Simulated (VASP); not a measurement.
Here is a VASP 6.6.1 calculation.

INCAR

```
  PREC = Accurate
  ENCUT = 520
  EDIFF = 1E-6
  ISMEAR = 0
  SIGMA = 0.15
  LREAL = F
  LASPH = T
  NELM = 80
  ALGO = Fast
  ISIF = 2
  LWAVE = F
  LCHARG = F
  GGA = PE
  NBANDS = 17
```

KPOINTS

```
regular mesh
0
Gamma
  18 18 10
```

File POSCAR:

```
Pt
1.0
    2.9034000000      0.0000000000      0.0000000000
   -1.4517000000      2.5144181573      0.0000000000
    0.0000000000      0.0000000000      5.0205000000
Pt
2
Direct
    0.6666666667      0.3333333333      0.7500000000
    0.3333333333      0.6666666667      0.2500000000
```

Potentials or basis: VASP PAW PBE potentials, release 64 (Pt).

The run is started by

```console
$ cat potpaw_PBE.64/Pt/POTCAR > POTCAR
$ mpirun -np 1 vasp_std > vasp.out
```

**Question.** What does it give for the band gap on the k mesh?

**Answer.** Zero (band 10 reaches 8.22 eV, above the bottom of band 11 at 7.25 eV).

**Question.** Predict the pressure.

**Answer.** -24.4 GPa.

Stress tensor (GPa, compression positive):
```
-25.34   0.00   0.00
  0.00 -25.34   0.00
  0.00   0.00 -22.43
```

Caveat: spin-orbit coupling is left out, which moves the levels of the heavy elements.
